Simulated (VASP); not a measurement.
# MnS (Fm-3m) in VASP: further runs

MnS is run at these levels: PBEsol; tasks: single point, relaxation of cell and atoms.

Program: VASP 6.6.1. These are calculated values, not measurements. Logs are shortened: lines on timing, memory, paths and dates and some standing lists are left out, and cuts for length are marked.

### 1 The cell of the first run

The structure is cubic, space group Fm-3m (No. 225). Conventional cell: a = 4.841 Å, b = 4.841 Å, c = 4.841 Å, α = 90.00°, β = 90.00°, γ = 90.00°. Mn (site symmetry m-3m) has 6 S at 2.42 Å within 3.2 Å. Within 3.2 Å of S (site symmetry m-3m) lie 6 Mn at 2.42 Å.

### 2 Single point, PBEsol, collinear spin, ferromagnetic start

INCAR

```
SYSTEM = MnS
PREC     = Accurate       ! precision mode
ENCUT    = 520            ! plane-wave cutoff, eV
EDIFF    = 1E-6           ! SCF threshold, eV
ISMEAR   = -1             ! smearing method
SIGMA    = 0.05           ! smearing width, eV
LREAL    = .False.        ! projectors in reciprocal space
LASPH    = .True.         ! aspherical terms in the spheres
NELM     = 150            ! most SCF steps
ALGO     = Normal         ! electronic algorithm
ISIF     = 2              ! what is computed and relaxed
LWAVE    = .False.        ! write WAVECAR
LCHARG   = .False.        ! write CHGCAR
ISPIN    = 2              ! spin polarisation
MAGMOM   = 4 0            ! initial moments
LORBIT   = 11             ! projections on sites
LMAXMIX  = 4              ! l up to which the mixer works
GGA      = PS             ! functional
NBANDS   = 20             ! bands
```

KPOINTS

```
regular mesh
0
Gamma
  9 9 9
  0 0 0
```

POSCAR

```
MnS
1.0
    0.0000000000      2.4204424016      2.4204424016
    2.4204424016      0.0000000000      2.4204424016
    2.4204424016      2.4204424016      0.0000000000
Mn S
1 1
Direct
    0.0000000000      0.0000000000      0.0000000000
    0.5000000000      0.5000000000      0.5000000000
```

Potentials or basis: VASP PAW PBE potentials, release 64 (Mn_pv, S).

Command:

```bash
$ cat potpaw_PBE.64/Mn_pv/POTCAR potpaw_PBE.64/S/POTCAR > POTCAR
$ mpirun -np 1 vasp_std > vasp.out
```

OUTCAR:

```text
SYSTEM = MnS
   PREC = Accurate
   ENCUT = 520
   EDIFF = 1E-6
   ISMEAR = -1
   LREAL = .False.
   LASPH = .True.
   NELM = 150
   ISIF = 2
   ISPIN = 2
   LORBIT = 11
   GGA = PS

 ion  position               nearest neighbor table
   1  0.000  0.000  0.000-   2 2.42   2 2.42   2 2.42   2 2.42   2 2.42   2 2.42
   2  0.500  0.500  0.500-   1 2.42   1 2.42   1 2.42   1 2.42   1 2.42   1 2.42

  LATTYP: Found a face centered cubic cell.
 ALAT       =     4.8408848032

  Lattice vectors:

 A1 = (   0.0000000000,   2.4204424016,   2.4204424016)
 A2 = (   2.4204424016,   0.0000000000,   2.4204424016)
 A3 = (   2.4204424016,   2.4204424016,   0.0000000000)

Analysis of symmetry for initial positions (statically):
=====================================================================
 Subroutine PRICEL returns:
 Original cell was already a primitive cell.

 Routine SETGRP: Setting up the symmetry group for a
 face centered cubic supercell.

 Subroutine GETGRP returns: Found 48 space group operations
 (whereof 48 operations were pure point group operations)
 out of a pool of 48 trial point group operations.

The static configuration has the point symmetry O_h .

Analysis of symmetry for dynamics (positions and initial velocities):
=====================================================================
 Subroutine PRICEL returns:
 Original cell was already a primitive cell.

 Routine SETGRP: Setting up the symmetry group for a
 face centered cubic supercell.

 Subroutine GETGRP returns: Found 48 space group operations
 (whereof 48 operations were pure point group operations)
 out of a pool of 48 trial point group operations.

The dynamic configuration has the point symmetry O_h .

Analysis of structural, dynamic, and magnetic symmetry:
=====================================================================
 Subroutine PRICEL returns:
 Original cell was already a primitive cell.

 Routine SETGRP: Setting up the symmetry group for a
 face centered cubic supercell.

 Subroutine GETGRP returns: Found 48 space group operations
 (whereof 48 operations were pure point group operations)
 out of a pool of 48 trial point group operations.

The overall configuration has the point symmetry O_h .

 Subroutine INISYM returns: Found 48 space group operations
 (whereof 48 operations are pure point group operations),
 and found     1 'primitive' translations

----------------------------------------------------------------------------------------

                                     Primitive cell

  volume of cell :      28.3605

  direct lattice vectors                    reciprocal lattice vectors
     0.000000000  2.420442402  2.420442402    -0.206573806  0.206573806  0.206573806
     2.420442402  0.000000000  2.420442402     0.206573806 -0.206573806  0.206573806
     2.420442402  2.420442402  0.000000000     0.206573806  0.206573806 -0.206573806

  length of vectors
     3.423022471  3.423022471  3.423022471     0.357796328  0.357796328  0.357796328

  position of ions in fractional coordinates (direct lattice)
     0.000000000  0.000000000  0.000000000
     0.500000000  0.500000000  0.500000000

  ion indices of the primitive-cell ions
   primitive index   ion index
                 1           1
                 2           2

----------------------------------------------------------------------------------------

 KPOINTS: regular mesh

Automatic generation of k-mesh.
 Grid dimensions read from file:
 generate k-points for:    9    9    9

 Generating k-lattice:

  Cartesian coordinates                     Fractional coordinates (reciprocal lattice)
    -0.022952645  0.022952645  0.022952645     0.111111111  0.000000000  0.000000000
     0.022952645 -0.022952645  0.022952645     0.000000000  0.111111111  0.000000000
     0.022952645  0.022952645 -0.022952645     0.000000000  0.000000000  0.111111111

  Length of vectors
     0.039755148  0.039755148  0.039755148

  Shift w.r.t. Gamma in fractional coordinates (k-lattice)
     0.000000000  0.000000000  0.000000000

 Subroutine IBZKPT returns following result:
 ===========================================

 Found     35 irreducible k-points:

 Following reciprocal coordinates:
            Coordinates               Weight
  0.000000  0.000000  0.000000      1.000000
  0.111111  0.000000  0.000000      8.000000
  0.222222  0.000000  0.000000      8.000000
  0.333333  0.000000  0.000000      8.000000
  0.444444  0.000000  0.000000      8.000000
  0.111111  0.111111  0.000000      6.000000
[... 16 lines left out ...]
 -0.333333  0.333333  0.000000     12.000000
  0.444444  0.444444  0.000000      6.000000
 [... further k-points ...]
   k-points           NKPTS =     35   k-points in BZ     NKDIM =     35   number of bands    NBANDS=     20
   number of dos      NEDOS =    301   number of ions     NIONS =      2
   total plane-waves  NPLWV =  21952
   dimension x,y,z NGX =    28 NGY =   28 NGZ =   28
   dimension x,y,z NGXF=    56 NGYF=   56 NGZF=   56
   ions per type =               1   1
   NGX,Y,Z   is equivalent  to a cutoff of  13.60, 13.60, 13.60 a.u.
   NGXF,Y,Z  is equivalent  to a cutoff of  27.20, 27.20, 27.20 a.u.
 SYSTEM =  MnS
   PREC   = accura    normal or accurate (medium, high low for compatibility)
   ISTART =      0    job   : 0-new  1-cont  2-samecut
   ICHARG =      2    charge: 1-file 2-atom 10-const
   ISPIN  =      2    spin polarized calculation?
   LNONCOLLINEAR =      F non collinear calculations
   LSORBIT =      F    spin-orbit coupling
   LASPH  =      T    aspherical Exc in radial PAW
   ENCUT  =  520.0 eV  38.22 Ry    6.18 a.u.   6.36  6.36  6.36*2*pi/ulx,y,z
   NELM   =    150;   NELMIN=  2; NELMDL= -5     # of ELM steps
   EDIFF  = 0.1E-05   stopping-criterion for ELM
   LREAL  =      F    real-space projection
   EDIFFG = 0.1E-04   stopping-criterion for IOM
   NSW    =      0    number of steps for IOM
   IBRION =     -1    ionic relax: 0-MD 1-quasi-New 2-CG
   NFREE  =      0    steps in history (QN), initial steepest desc. (CG)
   ISIF   =      2    stress and relaxation
   ISYM   =      2    0-nonsym 1-usesym 2-fastsym
   POTIM  = 0.5000    time-step for ionic-motion
   TEBEG  =    0.0;   TEEND  =   0.0 temperature during run
   PSTRESS=    0.0 pullay stress
   NELECT =      19.0000    total number of electrons
   NUPDOWN=      -1.0000    fix difference up-down
   EMIN   =  10.00;   EMAX   =-10.00  energy-range for DOS
   EFERMI =   0.00;   METHOD = LEGACY
   ISMEAR =    -1;   SIGMA  =   0.05  broadening in eV -4-tet -1-fermi 0-gaus
   EFERMI_NEDOS =   21; number of points for ismear=-14 and -15
   IALGO  =     38    algorithm
   IMIX   =      4    mixing-type and parameters
     AMIX     =   0.40;   BMIX     =  1.00
     AMIX_MAG =   1.60;   BMIX_MAG =  1.00
  volume/ion in A,a.u.               =      14.18        95.69
  Fermi-wavevector in a.u.,A,eV,Ry     =   1.432478  2.706991 27.919061  2.051993
  Thomas-Fermi vector in A             =   2.552101
   LORBIT       =     11    0 simple, 1 ext, 2 COOP (PROOUT), +10 PAW based schemes
   GGA     = PS    functional components
   LHFCALC =     F    Hartree Fock is set to
   AEXX    =    0.0000 exact exchange contribution
   IVDW    =     0    specifies the selected vdW correction
   LEPSILON=     F    determine dielectric tensor
   LRPA    =     F    only Hartree local field effects (RPA)
 spin polarized calculation
  energy-cutoff  :      520.00
  volume of cell :       28.36
 maximum number of plane-waves:       775
 NGX is ok and might be reduce to    28
   NGX = 13   NGY = 13   NGZ = 13

 number of electron      19.0000012 magnetization       3.8994434

 Free energy of the ion-electron system (eV)
  ---------------------------------------------------
  ext. energy  EPLUGINS =         0.00000000
  ---------------------------------------------------
  free energy    TOTEN  =       -14.96549556 eV

  energy without entropy =      -14.95661918  energy(sigma->0) =      -14.96105737

 E-fermi :   9.0887     XC(G=0): -11.9489

 val. band max:        9.0505100312   @ k =   0.2222   0.2222   0.0000
 cond. band min:       9.0978990235   @ k =  -0.1111   0.1111   0.0000
 fundamental gap:      0.0473889923
 Fermi energy:         9.0886532635

 spin component 1

 k-point     1 :       0.0000    0.0000    0.0000
  band No.  band energies     occupation
      1     -40.9772      1.00000
      2     -40.9772      1.00000
      3     -40.9772      1.00000
      4      -7.0430      1.00000
      5       5.7386      1.00000
      6       5.7386      1.00000
[... 12 lines left out ...]
     19      22.1765      0.00000
     20      23.6249      0.00000
[... 507 lines left out ...]
 k-point    24 :       0.4444    0.4444    0.0000
  band No.  band energies     occupation
      1     -40.9995      1.00000
      2     -40.9865      1.00000
      3     -40.9865      1.00000
      4      -5.0011      1.00000
      5       1.8762      1.00000
      6       4.8210      1.00000
[... 12 lines left out ...]
     19      25.3887      0.00000
     20      25.3887      0.00000

 [... further k-points ...]

 spin component 2

 k-point     1 :       0.0000    0.0000    0.0000
  band No.  band energies     occupation
      1     -37.2044      1.00000
      2     -37.2044      1.00000
      3     -37.2044      1.00000
      4      -6.7541      1.00000
      5       7.2957      1.00000
      6       7.2957      1.00000
[... 12 lines left out ...]
     19      23.2447      0.00000
     20      25.0027      0.00000
[... 507 lines left out ...]
 k-point    24 :       0.4444    0.4444    0.0000
  band No.  band energies     occupation
      1     -37.2325      1.00000
      2     -37.2161      1.00000
      3     -37.2161      1.00000
      4      -4.7212      1.00000
      5       2.2630      1.00000
      6       5.3193      1.00000
[... 12 lines left out ...]
     19      25.9169      0.00000
     20      25.9169      0.00000

 [... further k-points ...]

------------------------ aborting loop because EDIFF is reached ----------------------------------------

  FORCE on cell =-STRESS in cart. coord.  units (eV):
  Direction    XX          YY          ZZ          XY          YZ          ZX
  --------------------------------------------------------------------------------------
  -------------------------------------------------------------------------------------
  Total        0.9288341      0.9288341      0.9288341      0.0000000      0.0000000      0.0000000
  in kB       52.4728291     52.4728291     52.4728291      0.0000000      0.0000000      0.0000000
  external PRESSURE =      52.4728291 kB  Pullay stress =       0.0000000 kB

 VOLUME and BASIS-vectors are now :
 -----------------------------------------------------------------------------
  energy-cutoff  :      520.00
  volume of cell :       28.36
      direct lattice vectors                 reciprocal lattice vectors
     0.000000000  2.420442402  2.420442402    -0.206573806  0.206573806  0.206573806
     2.420442402  0.000000000  2.420442402     0.206573806 -0.206573806  0.206573806
     2.420442402  2.420442402  0.000000000     0.206573806  0.206573806 -0.206573806

 POSITION                                       TOTAL-FORCE (eV/Angst)
 -----------------------------------------------------------------------------------
      0.00000      0.00000      0.00000         0.000000     -0.000000     -0.000000
      2.42044      2.42044      2.42044         0.000000      0.000000      0.000000
 -----------------------------------------------------------------------------------
    total drift:                               -0.000000      0.000000      0.000000

  FREE ENERGIE OF THE ION-ELECTRON SYSTEM (eV)
  ---------------------------------------------------
  free  energy   TOTEN  =       -14.9654955633 eV

  energy  without entropy=      -14.9566191761  energy(sigma->0) =      -14.96105737

 total charge

# of ion       s       p       d       tot
------------------------------------------
    1        0.265   6.242   5.079  11.586
    2        1.322   2.412   0.000   3.734
--------------------------------------------------
tot          1.587   8.654   5.079  15.320

 magnetization (x)

# of ion       s       p       d       tot
------------------------------------------
    1        0.054   0.044   3.517   3.615
    2        0.026   0.031   0.000   0.057
--------------------------------------------------
tot          0.079   0.076   3.517   3.672
```

It took 98 s on 1 thread of Intel Xeon 8259CL, shared host; peak memory 0.19 GiB.

What came out:

```yaml
Free_energy: -14.9655 eV
Pressure: 5.2 GPa
Net_moment: 3.90 μB per cell
Site_moments: Mn +3.62; S +0.06 μB
Valence_electrons_inside_the_program's_atomic_spheres: Mn 11.59; S 3.73
```

Caveat: the cell stands under pressure; the PAW data sets were made with another functional, which shifts forces and pressure a little; a cell with one magnetic atom can't hold antiferromagnetic order, which such compounds often take; semilocal functionals often make such compounds metallic where correlation or magnetic order opens a gap, which also shifts bond lengths. With open d or f shells a metallic result of PBEsol can be an artefact of self-interaction; +U or a hybrid may open a gap.

[end of part 1 of 3]
